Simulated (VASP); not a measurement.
Here is a VASP 6.6.1 calculation.

File INCAR:

```
SYSTEM = Cs
  ALGO = Fast
  EDIFF = 1E-6
  ENCUT = 520
  GGA = PE
  ISIF = 2
  ISMEAR = 0
  LASPH = .TRUE.
  LCHARG = .FALSE.
  LREAL = .FALSE.
  LWAVE = .FALSE.
  NBANDS = 10
  NELM = 80
  PREC = Accurate
  SIGMA = 0.15
```

Contents of KPOINTS:

```
k-points
0
G
  12 12 12
  0 0 0
```

File POSCAR:

```
Cs
1.0
   -3.0225000000      3.0376125000      3.0225000000
    3.0225000000     -3.0376125000      3.0225000000
    3.0225000000      3.0376125000     -3.0225000000
Cs
1
Direct
    0.0000000000      0.0000000000      0.0000000000
```

Potentials or basis: VASP PAW PBE potentials, release 64 (Cs_sv).

The run is started by

```sh
$ cat potpaw_PBE.64/Cs_sv/POTCAR > POTCAR
$ mpirun -np 1 vasp_std > vasp.out
```

Estimate the pressure.

0.1 GPa.

Caveat: the cell differs from its parent crystal (strain +0.0050 x Voigt [0, 1, 0, 0, 0, 0]).
